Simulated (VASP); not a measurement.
# Ti8HO16 (a cell with a defect) in VASP: single point with PBE

Aim: the single point of Ti8HO16 (a cell with a defect) with PBE.

All numbers are computed with VASP 6.6.1; they aren't measurements. Logs are shortened: lines on timing, memory, paths and dates and some standing lists are left out, and cuts for length are marked.

## Step 1: The cell of the first run

The cell holds a defect, 25 atoms: a = 6.567 Å, b = 6.567 Å, c = 7.530 Å, α = 115.85°, β = 115.85°, γ = 90.00°.

## Step 2: Single point, PBE

INCAR reads:

```
SYSTEM = Ti8HO16
PREC     = Accurate       ! precision mode
ENCUT    = 520            ! plane-wave cutoff, eV
EDIFF    = 1E-7           ! SCF threshold, eV
ISMEAR   = 0              ! smearing method
SIGMA    = 0.02           ! smearing width, eV
LREAL    = Auto         
LASPH    = .True.         ! aspherical terms in the spheres
NELM     = 80             ! most SCF steps
ALGO     = Normal         ! electronic algorithm
ISIF     = 2              ! what is computed and relaxed
LWAVE    = .False.        ! write WAVECAR
LCHARG   = .True.         ! write CHGCAR
GGA      = PE             ! functional
LELF     = .True.         ! ELF
LVHAR    = .True.       
NELECT   = 192.0        
NBANDS   = 114            ! bands
```

KPOINTS reads:

```
regular mesh
0
Gamma
  3 3 3
  0 0 0
```

POSCAR reads:

```
Ti8HO16
1.0
   -4.6432750091     -4.6432750091      0.0000000000
   -4.6432750091      4.6432750091      0.0000000000
    4.6432750091      0.0000000000     -5.9277640437
Ti O H
8 16 1
Direct
    0.2499999982      0.2499999982      0.4999999963
    1.0117103533     -0.0279286926      0.0000040487
    0.7499999972      0.7499999972      0.4999999963
    0.4882897515      0.5279287993     -0.0000040487
    0.1337844578      0.6063291587      0.2560714274
    0.8776620255      0.3502442018      0.7439267095
    0.6223379688      0.1497557945      0.2560732831
    0.3662155385      0.8936708357      0.7439285652
    0.4446294952      0.7621685160      0.5008878522
    0.1883548157      0.5130209182     -0.0000042174
    0.9437408953      0.2612833639      0.4991151770
    0.7089431690      0.0632807876      0.0000060731
    0.1086750196      0.9258120603      0.2478970130
    0.8607787754      0.6779257249      0.7521051727
    0.6068647465      0.4350943907      0.2544343852
    0.3524308486      0.1806607082      0.7455620648
    0.0553705012      0.7378314783      0.4991121405
    0.7910567204      0.4367193191     -0.0000060731
    0.5562590991      0.2387166324      0.5008848156
    0.3116452910     -0.0130208115      0.0000042174
    0.1475691477      0.3193392881      0.2544379278
    0.8931352479      0.0649056056      0.7455656074
    0.6392212189      0.8220742695      0.2478948199
    0.3913249767      0.5741879341      0.7521029797
    0.7499999420      0.2500000506      0.9999999926
```

Potentials or basis: VASP PAW PBE potentials, release 64 (Ti_sv, O, H).

Launch:

```console
cat potpaw_PBE.64/Ti_sv/POTCAR potpaw_PBE.64/O/POTCAR potpaw_PBE.64/H/POTCAR > POTCAR
mpirun -np 1 vasp_std > vasp.out
```

OUTCAR:

```text
SYSTEM = Ti8HO16
   PREC = Accurate
   ENCUT = 520
   EDIFF = 1E-7
   ISMEAR = 0
   LREAL = Auto
   LASPH = .True.
   NELM = 80
   ISIF = 2
   GGA = PE
   NELECT = 192.0

 ion  position               nearest neighbor table
   1  0.250  0.250  0.500-  21 1.93  16 1.93  24 1.98  13 1.98  19 2.01  11 2.01
   2  0.012  0.972  0.000-  14 1.85  13 1.85  20 1.97  12 2.08  21 2.09  22 2.09
   3  0.750  0.750  0.500-  15 1.93  22 1.93  23 1.98  14 1.98   9 2.01  17 2.01
   4  0.488  0.528  1.000-  23 1.85  24 1.85  10 1.97  18 2.08  16 2.09  15 2.09
   5  0.134  0.606  0.256-  21 1.88   9 1.92  10 1.95  17 1.95  18 2.09  13 2.13   8 2.91
   6  0.878  0.350  0.744-  22 1.88  11 1.92  10 1.95  19 1.95  18 2.09  14 2.13   7 2.91
   7  0.622  0.150  0.256-  15 1.88  19 1.92  20 1.95  11 1.95  12 2.09  23 2.13   6 2.91
   8  0.366  0.894  0.744-  16 1.88  17 1.92  20 1.95   9 1.95  12 2.09  24 2.13   5 2.91
   9  0.445  0.762  0.501-   5 1.92   8 1.95   3 2.01
  10  0.188  0.513  1.000-   5 1.95   6 1.95   4 1.97
  11  0.944  0.261  0.499-   6 1.92   7 1.95   1 2.01
  12  0.709  0.063  0.000-  25 1.26   2 2.08   7 2.09   8 2.09
  13  0.109  0.926  0.248-   2 1.85   1 1.98   5 2.13
  14  0.861  0.678  0.752-   2 1.85   3 1.98   6 2.13
  15  0.607  0.435  0.254-   7 1.88   3 1.93   4 2.09
  16  0.352  0.181  0.746-   8 1.88   1 1.93   4 2.09
  17  0.055  0.738  0.499-   8 1.92   5 1.95   3 2.01
  18  0.791  0.437  1.000-  25 1.26   4 2.08   6 2.09   5 2.09
  19  0.556  0.239  0.501-   7 1.92   6 1.95   1 2.01
  20  0.312  0.987  0.000-   8 1.95   7 1.95   2 1.97
  21  0.148  0.319  0.254-   5 1.88   1 1.93   2 2.09
  22  0.893  0.065  0.746-   6 1.88   3 1.93   2 2.09
  23  0.639  0.822  0.248-   4 1.85   3 1.98   7 2.13
  24  0.391  0.574  0.752-   4 1.85   1 1.98   8 2.13
  25  0.750  0.250  1.000-  18 1.26  12 1.26

  LATTYP: Found a body centered tetragonal cell.
 ALAT       =     6.5665824917
 C/A-ratio  =     1.8054335116

  Lattice vectors:

 A1 = (   0.0000000000,  -4.6432750091,   5.9277640437)
 A2 = (   0.0000000000,   4.6432750091,   5.9277640437)
 A3 = (  -4.6432750091,   0.0000000000,  -5.9277640437)

Analysis of symmetry for initial positions (statically):
=====================================================================
 Subroutine PRICEL returns:
 Original cell was already a primitive cell.

 Routine SETGRP: Setting up the symmetry group for a
 body centered tetragonal supercell.

 Subroutine GETGRP returns: Found  2 space group operations
 (whereof  1 operations were pure point group operations)
 out of a pool of 16 trial point group operations.

The static configuration has the point symmetry C_1 .
 The point group associated with its full space group is S_2 .

Analysis of symmetry for dynamics (positions and initial velocities):
=====================================================================
 Subroutine PRICEL returns:
 Original cell was already a primitive cell.

 Routine SETGRP: Setting up the symmetry group for a
 body centered tetragonal supercell.

 Subroutine GETGRP returns: Found  2 space group operations
 (whereof  1 operations were pure point group operations)
 out of a pool of 16 trial point group operations.

The dynamic configuration has the point symmetry C_1 .
 The point group associated with its full space group is S_2 .

 Subroutine INISYM returns: Found  2 space group operations
 (whereof  1 operations are pure point group operations),
 and found     1 'primitive' translations

----------------------------------------------------------------------------------------

                                     Primitive cell

  volume of cell :     255.6052

  direct lattice vectors                    reciprocal lattice vectors
    -4.643275009 -4.643275009  0.000000000    -0.107682616 -0.107682616 -0.084348836
    -4.643275009  4.643275009  0.000000000    -0.107682616  0.107682616 -0.084348836
     4.643275009  0.000000000 -5.927764044     0.000000000  0.000000000 -0.168697673

  length of vectors
     6.566582492  6.566582492  7.529833290     0.174085662  0.174085662  0.168697673

  position of ions in fractional coordinates (direct lattice)
     0.249999998  0.249999998  0.499999996
     0.011710353  0.972071307  0.000004049
     0.749999997  0.749999997  0.499999996
     0.488289751  0.527928799  0.999995951
     0.133784458  0.606329159  0.256071427
     0.877662026  0.350244202  0.743926710
[... 17 lines left out ...]
     0.391324977  0.574187934  0.752102980
     0.749999942  0.250000051  0.999999993

  ion indices of the primitive-cell ions
   primitive index   ion index
                 1           1
                 2           2
                 3           3
                 4           4
                 5           5
                 6           6
[... 17 lines left out ...]
                24          24
                25          25

----------------------------------------------------------------------------------------

 KPOINTS: regular mesh

Automatic generation of k-mesh.
 Grid dimensions read from file:
 generate k-points for:    3    3    3

 Generating k-lattice:

  Cartesian coordinates                     Fractional coordinates (reciprocal lattice)
    -0.035894205 -0.035894205 -0.028116279     0.333333333  0.000000000  0.000000000
    -0.035894205  0.035894205 -0.028116279     0.000000000  0.333333333  0.000000000
     0.000000000  0.000000000 -0.056232558     0.000000000  0.000000000  0.333333333

  Length of vectors
     0.058028554  0.058028554  0.056232558

  Shift w.r.t. Gamma in fractional coordinates (k-lattice)
     0.000000000  0.000000000  0.000000000

 Subroutine IBZKPT returns following result:
 ===========================================

 Found     14 irreducible k-points:

 Following reciprocal coordinates:
            Coordinates               Weight
  0.000000  0.000000  0.000000      1.000000
  0.333333  0.000000  0.000000      2.000000
  0.000000 -0.333333  0.333333      2.000000
 -0.333333  0.000000  0.333333      2.000000
  0.000000  0.333333  0.000000      2.000000
  0.333333  0.333333  0.000000      2.000000
  0.333333 -0.333333  0.333333      2.000000
 -0.333333 -0.333333 -0.333333      2.000000
 -0.333333  0.333333  0.333333      2.000000
 -0.333333  0.333333  0.000000      2.000000
  0.333333  0.333333 -0.333333      2.000000
  0.000000  0.000000  0.333333      2.000000
  0.333333  0.000000  0.333333      2.000000
  0.000000 -0.333333 -0.333333      2.000000
   k-points           NKPTS =     14   k-points in BZ     NKDIM =     14   number of bands    NBANDS=    114
   number of dos      NEDOS =    301   number of ions     NIONS =     25
   total plane-waves  NPLWV = 140000
   dimension x,y,z NGX =    50 NGY =   50 NGZ =   56
   dimension x,y,z NGXF=   100 NGYF=  100 NGZF=  112
   ions per type =               8  16   1
   NGX,Y,Z   is equivalent  to a cutoff of  12.66, 12.66, 12.36 a.u.
   NGXF,Y,Z  is equivalent  to a cutoff of  25.32, 25.32, 24.73 a.u.
 SYSTEM =  Ti8HO16
   PREC   = accura    normal or accurate (medium, high low for compatibility)
   ISTART =      0    job   : 0-new  1-cont  2-samecut
   ICHARG =      2    charge: 1-file 2-atom 10-const
   ISPIN  =      1    spin polarized calculation?
   LNONCOLLINEAR =      F non collinear calculations
   LSORBIT =      F    spin-orbit coupling
   LASPH  =      T    aspherical Exc in radial PAW
   ENCUT  =  520.0 eV  38.22 Ry    6.18 a.u.  12.21 12.21 14.00*2*pi/ulx,y,z
   NELM   =     80;   NELMIN=  2; NELMDL= -5     # of ELM steps
   EDIFF  = 0.1E-06   stopping-criterion for ELM
   LREAL  =      T    real-space projection
   EDIFFG = 0.1E-05   stopping-criterion for IOM
   NSW    =      0    number of steps for IOM
   IBRION =     -1    ionic relax: 0-MD 1-quasi-New 2-CG
   NFREE  =      0    steps in history (QN), initial steepest desc. (CG)
   ISIF   =      2    stress and relaxation
   ISYM   =      2    0-nonsym 1-usesym 2-fastsym
   POTIM  = 0.5000    time-step for ionic-motion
   TEBEG  =    0.0;   TEEND  =   0.0 temperature during run
   PSTRESS=    0.0 pullay stress
   NELECT =     192.0000    total number of electrons
   NUPDOWN=      -1.0000    fix difference up-down
   EMIN   =  10.00;   EMAX   =-10.00  energy-range for DOS
   EFERMI =   0.00;   METHOD = LEGACY
   ISMEAR =     0;   SIGMA  =   0.02  broadening in eV -4-tet -1-fermi 0-gaus
   EFERMI_NEDOS =   21; number of points for ismear=-14 and -15
   IALGO  =     38    algorithm
   IMIX   =      4    mixing-type and parameters
     AMIX     =   0.40;   BMIX     =  1.00
     AMIX_MAG =   1.60;   BMIX_MAG =  1.00
  volume/ion in A,a.u.               =      10.22        69.00
  Fermi-wavevector in a.u.,A,eV,Ry     =   1.488168  2.812230 30.132066  2.214644
  Thomas-Fermi vector in A             =   2.601237
   LORBIT       =      0    0 simple, 1 ext, 2 COOP (PROOUT), +10 PAW based schemes
   GGA     = PE    functional components
   LHFCALC =     F    Hartree Fock is set to
   AEXX    =    0.0000 exact exchange contribution
   IVDW    =     0    specifies the selected vdW correction
   LEPSILON=     F    determine dielectric tensor
   LRPA    =     F    only Hartree local field effects (RPA)
 non-spin polarized calculation
 Gauss-broadening in eV      SIGMA  =   0.02
  energy-cutoff  :      520.00
  volume of cell :      255.61
 maximum number of plane-waves:      6906
 NGX is ok and might be reduce to    50
   NGX = 25   NGY = 25   NGZ = 27

 number of electron     192.0000011 magnetization

 Free energy of the ion-electron system (eV)
  ---------------------------------------------------
  ext. energy  EPLUGINS =         0.00000000
  ---------------------------------------------------
  free energy    TOTEN  =      -224.13491013 eV

  energy without entropy =     -224.13491013  energy(sigma->0) =     -224.13491013

 E-fermi :   4.5947     XC(G=0): -11.2849

 val. band max:        4.3522125337   @ k =   0.0000   0.0000   0.0000
 cond. band min:       6.5884205663   @ k =   0.0000   0.0000   0.0000
 fundamental gap:      2.2362080326
 Fermi energy:         4.5947296909

 k-point     1 :       0.0000    0.0000    0.0000
  band No.  band energies     occupation
      1     -52.3188      2.00000
      2     -52.3160      2.00000
      3     -52.2799      2.00000
      4     -52.2667      2.00000
      5     -52.2564      2.00000
      6     -52.2424      2.00000
[... 100 lines left out ...]
    107       7.5342      0.00000
    108       7.5712      0.00000

 k-point     2 :       0.3333    0.0000    0.0000
  band No.  band energies     occupation
      1     -52.3179      2.00000
      2     -52.3165      2.00000
      3     -52.2780      2.00000
      4     -52.2722      2.00000
      5     -52.2510      2.00000
      6     -52.2447      2.00000
[... 1324 lines left out ...]
 k-point    14 :       0.0000   -0.3333   -0.3333
  band No.  band energies     occupation
      1     -52.3177      2.00000
      2     -52.3165      2.00000
      3     -52.2808      2.00000
      4     -52.2664      2.00000
      5     -52.2566      2.00000
      6     -52.2423      2.00000
[... 100 lines left out ...]
    107       7.5708      0.00000
    108       7.6485      0.00000
 [bands above 108 left out]

------------------------ aborting loop because EDIFF is reached ----------------------------------------

  FORCE on cell =-STRESS in cart. coord.  units (eV):
  Direction    XX          YY          ZZ          XY          YZ          ZX
  --------------------------------------------------------------------------------------
  -------------------------------------------------------------------------------------
  Total      -13.7325255     -4.9788626     -3.7305499      0.3277960     -0.0112390     -0.0267488
  in kB      -86.0778240    -31.2083641    -23.3837264      2.0546814     -0.0704478     -0.1676660
  external PRESSURE =     -46.8899715 kB  Pullay stress =       0.0000000 kB

 VOLUME and BASIS-vectors are now :
 -----------------------------------------------------------------------------
  energy-cutoff  :      520.00
  volume of cell :      255.61
      direct lattice vectors                 reciprocal lattice vectors
    -4.643275009 -4.643275009  0.000000000    -0.107682616 -0.107682616 -0.084348836
    -4.643275009  4.643275009  0.000000000    -0.107682616  0.107682616 -0.084348836
     4.643275009  0.000000000 -5.927764044     0.000000000  0.000000000 -0.168697673

 POSITION                                       TOTAL-FORCE (eV/Angst)
 -----------------------------------------------------------------------------------
     -0.00000      0.00000     -2.96388         0.000000      0.000000      0.000000
     -4.56795      4.45922     -0.00002        -0.046451      0.053679     -0.006842
     -4.64328      0.00000     -2.96388         0.000000      0.000000      0.000000
     -0.07533      0.18406     -5.92774         0.046451     -0.053679      0.006842
     -2.24754      2.19416     -1.51793        -0.020178      0.046174      0.036581
     -2.24725     -2.44895     -4.40982        -0.026926      0.053123     -0.041799
[... 17 lines left out ...]
     -0.99092      0.84908     -4.45829        -0.056025      0.045774      0.037045
      0.00000     -2.32164     -5.92776         0.000000      0.000000      0.000000
 -----------------------------------------------------------------------------------
    total drift:                                0.003226      0.015791      0.000853

  FREE ENERGIE OF THE ION-ELECTRON SYSTEM (eV)
  ---------------------------------------------------
  free  energy   TOTEN  =      -224.1349101311 eV

  energy  without entropy=     -224.1349101311  energy(sigma->0) =     -224.13491013
```

Run time: 37 min. Hardware: 1 thread of Intel Xeon 8259CL, shared host; peak memory 0.52 GiB.

Results:

```yaml
Free_energy: -224.1349 eV
Largest_force: 0.081 eV/Å
```

Forces on the atoms (eV/Å):
```
Ti   0.000  0.000  0.000
Ti  -0.046  0.054 -0.007
Ti   0.000  0.000  0.000
Ti   0.046 -0.054  0.007
Ti  -0.020  0.046  0.037
Ti  -0.027  0.053 -0.042
Ti   0.027 -0.053  0.042
Ti   0.020 -0.046 -0.037
O   -0.031 -0.031 -0.003
O   -0.018  0.000  0.001
O   -0.032 -0.028  0.006
O    0.003 -0.010  0.000
O    0.056 -0.046 -0.037
O    0.054 -0.044  0.040
O   -0.010  0.016  0.024
O   -0.010  0.016 -0.026
O    0.031  0.031  0.003
O   -0.003  0.010  0.000
O    0.032  0.028 -0.006
O    0.018  0.000 -0.001
O    0.010 -0.016  0.026
O    0.010 -0.016 -0.024
O   -0.054  0.044 -0.040
O   -0.056  0.046  0.037
H    0.000  0.000  0.000
```

Caveat: the cell carries a net charge on a neutralising background, which shifts energy and pressure; the cell is charged against a uniform background, so pressure and absolute levels hang on convention.
